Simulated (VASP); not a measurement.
Here is a VASP 6.6.1 calculation.

File INCAR:

```
PREC = Accurate ; ENCUT = 520
EDIFF = 1E-6 ; ISMEAR = -1
SIGMA = 0.05 ; LREAL = F
LASPH = T ; NELM = 100
ALGO = Normal ; ISIF = 2
LWAVE = F ; LCHARG = F
GGA = RE ; IVDW = 12
NBANDS = 16
```

File KPOINTS:

```
Automatic mesh
0
Gamma
  10 10 8
```

Contents of POSCAR:

```
ZrB2
1.0
    3.1306564317      0.0000000000      0.0000000000
   -1.5653282159      2.7112280004      0.0000000000
    0.0000000000      0.0000000000      3.4986064803
Zr B
1 2
Direct
    0.0000000000      0.0000000000      0.0000000000
    0.6666666667      0.3333333333      0.5000000000
    0.3333333333      0.6666666667      0.5000000000
```

Potentials or basis: VASP PAW PBE potentials, release 64 (Zr_sv, B).

The run is started by

```bash
$ cat potpaw_PBE.64/Zr_sv/POTCAR potpaw_PBE.64/B/POTCAR > POTCAR
$ mpirun -np 1 vasp_std > vasp.out
```

(1) What does it give for the pressure?

(2) What does it give for the dispersion energy per atom?

## Answers

(1) 0.1 GPa.

(2) -0.765 eV.

Caveat: the PAW data sets were made with another functional, which shifts forces and pressure a little; pairwise dispersion overbinds metals, which lowers pressure and volume.
